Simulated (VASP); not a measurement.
A run of VASP 6.6.1:

The input INCAR:

```
SYSTEM = SnO
  PREC = Accurate
  ENCUT = 1340
  EDIFF = 1E-6
  ISMEAR = 0
  SIGMA = 0.01
  LREAL = .False.
  LASPH = .True.
  NELM = 120
  ALGO = Normal
  ISIF = 2
  LWAVE = .False.
  LCHARG = .False.
  NBANDS = 28
  GGA_COMPAT = .False.
```

Contents of KPOINTS:

```
Automatic mesh
0
Gamma
  4 3 3
  0 0 0
```

File POSCAR:

```
SnO
1.0
    3.3550050000      0.0000000000      0.0000000000
    0.0000000000      5.6741040000      0.0000000000
    0.0000000000      0.0000000000      4.2219700000
Sn O
2 2
Direct
   -0.0045992583      0.2045739284      0.4929498613
    0.4977126031      0.7524880928     -0.0107788488
   -0.0029220867      0.8800905293      0.7330223956
    0.4958067159      0.0727106370      0.2379354735
```

Potentials or basis: VASP PAW LDA potentials, release 64 (Sn_d, O_h).

Command:

```bash
$ cat potpaw_LDA.64/Sn_d/POTCAR potpaw_LDA.64/O_h/POTCAR > POTCAR
$ mpirun -np 1 vasp_std > vasp.out
```

Hardware: 1 thread of Intel(R) Xeon(R) Platinum 8488C (Sapphire Rapids), on a shared host.

Question: Estimate the wall time of this run.

Answer: Wall time 110 s on 1 thread of Intel(R) Xeon(R) Platinum 8488C (Sapphire Rapids) (shared host), peak memory 0.37 GiB. Counts: scf iterations 14, k points 19.
